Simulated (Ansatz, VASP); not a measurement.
## Two plane-wave programs on GaN

The input INCAR:

```
PREC     = Accurate       # precision mode
ENCUT    = 520            # plane-wave cutoff, eV
EDIFF    = 1E-7           # SCF threshold, eV
ISMEAR   = 0              # smearing method
SIGMA    = 0.05           # smearing width, eV
LREAL    = F              # projectors in reciprocal space
LASPH    = T              # aspherical terms in the spheres
NELM     = 100            # most SCF steps
ALGO     = Normal         # electronic algorithm
ISIF     = 2              # what is computed and relaxed
LWAVE    = F              # write WAVECAR
LCHARG   = F              # write CHGCAR
GGA      = PE             # functional
NBANDS   = 26             # bands
```

The input KPOINTS:

```
Automatic mesh
0
Gamma
  12 12 6
```

File POSCAR:

```
GaN
1.0
    3.3469496427      0.0000000000      0.0000000000
   -1.6734748214      2.7539604900      0.0000000000
    0.0000000000      0.0000000000      5.1660000000
Ga N
2 2
Direct
    0.3333333333      0.6666666667      0.0000000000
    0.6666666667      0.3333333333      0.5000000000
    0.3333333333      0.6666666667      0.3750000000
    0.6666666667      0.3333333333      0.8750000000
```

Input for Ansatz:

```yaml
crystal:
  lattice:
    - [3.3469496427, 0.0, 0.0]
    - [-1.6734748214, 2.75396049, 0.0]
    - [0.0, 0.0, 5.166]
  atoms:
    - { symbol: Ga, position: [0.3333333333, 0.6666666667, 0.0] }
    - { symbol: Ga, position: [0.6666666667, 0.3333333333, 0.5] }
    - { symbol: "N", position: [0.3333333333, 0.6666666667, 0.375] }
    - { symbol: "N", position: [0.6666666667, 0.3333333333, 0.875] }
basis:
  ecutwfc: 420
kpoints:
  mp_grid: { grid: [12, 12, 6] }
hamiltonian:
  xc: pbe
scf:
  occupations: { method: gaussian, width: 0.05 }
output:
  forces: true
  stress: true
  eigenvalues: true
```

Change from the starting cell: strain +0.0525 x Voigt [1, 0, 0, 0, 0, 0], atoms carried along.

Alike in both runs: task single point; functional PBE; k mesh 12 × 12 × 6; occupations gaussian, width 0.05 eV; no spin polarisation.

|  | VASP | Ansatz |
| --- | --- | --- |
| version | VASP 6.6.1 | Ansatz 0.2.0 |
| potentials or method | VASP PAW PBE potentials, release 64 (Ga_d, N), cutoff 520 eV | scalar-relativistic, plane waves, PAW |
| valence electrons in the cell | 36 | 36 |

```csv
,VASP,Ansatz,Ansatz less VASP
gap on the k mesh at the Fermi level (eV),1.57,1.56,-0.004
least direct gap on the mesh (eV),1.57,1.56,-0.004
pressure (GPa),-1.4,-1.5,-0.12
"traceless stress, the component that is largest in VASP (GPa)",-10.11,-10.14,-0.032
rms of the force components (eV/Å),0.282,0.287,+0.0048
```

Atom by atom the forces differ by 0.005 eV/Å (rms over components). With one functional, cell and mesh, what is left measures potentials, basis and numerics.
